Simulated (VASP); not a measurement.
# BiTe: single point with PBE

The system is BiTe.

```
Bi Te
1.0
     2.43515    1.39875    3.32638
    -2.41027    1.39875    3.30821
     0.01244   -2.79750    3.31729
Bi Te
1 1
Direct
  0.50000 0.50000 0.50000
  0.00000 0.00000 0.00000
```

This cell differs from its parent crystal: strain +0.0075 x Voigt [0, 0, 0, 0, 1, 0].

```
Program             : VASP 6.6.1
Task                : single point
Functional          : PBE
Potentials or basis : VASP PAW PBE potentials, release 64 (Bi_d, Te)
Cutoff              : 520 eV
k mesh              : 12 × 12 × 12
Occupations         : gaussian, width 0.15 eV
Spin                : no spin polarisation
```

The pressure is -0.1 GPa. The band gap on the k mesh is zero (an odd number of electrons rules out a gap without spin polarisation).

Stress tensor (GPa, compression positive):
```
-0.09  0.15 -0.20
 0.15 -0.09  0.00
-0.20  0.00 -0.06
```

Levels at points of the mesh, in eV from the Fermi level:
| k point | band 8 | band 9 | band 10 | band 11 | band 12 | band 13 |
| --- | --- | --- | --- | --- | --- | --- |
| (0.00, 0.00, 0.00) | -2.96 | -2.88 | -1.62 | 1.87 | 2.46 | 2.56 |
| (0.50, 0.00, 0.00) | -1.86 | -1.81 | -1.02 | -0.95 | -0.59 | 0.33 |
| (0.00, 0.50, 0.00) | -1.88 | -1.83 | -1.06 | -0.97 | -0.61 | 0.29 |
| (0.50, 0.50, 0.00) | -5.60 | -4.49 | -3.30 | 2.42 | 3.06 | 3.59 |
| (0.00, 0.00, 0.50) | -1.88 | -1.81 | -1.04 | -0.96 | -0.60 | 0.31 |
| (0.50, 0.00, 0.50) | -5.60 | -4.50 | -3.28 | 2.43 | 3.08 | 3.62 |
| (0.00, 0.50, 0.50) | -5.61 | -4.48 | -3.33 | 2.40 | 3.04 | 3.56 |
| (0.50, 0.50, 0.50) | -2.36 | -2.35 | -2.24 | -1.56 | -1.27 | -1.26 |

Run time: 3.7 min on 1 thread of Intel(R) Xeon(R) 6975P-C (Granite Rapids), on a shared host, peak memory 1 GiB.

Caveat: the cell differs from its parent crystal (strain +0.0075 x Voigt [0, 0, 0, 0, 1, 0]); spin-orbit coupling is left out, which moves the levels of the heavy elements.
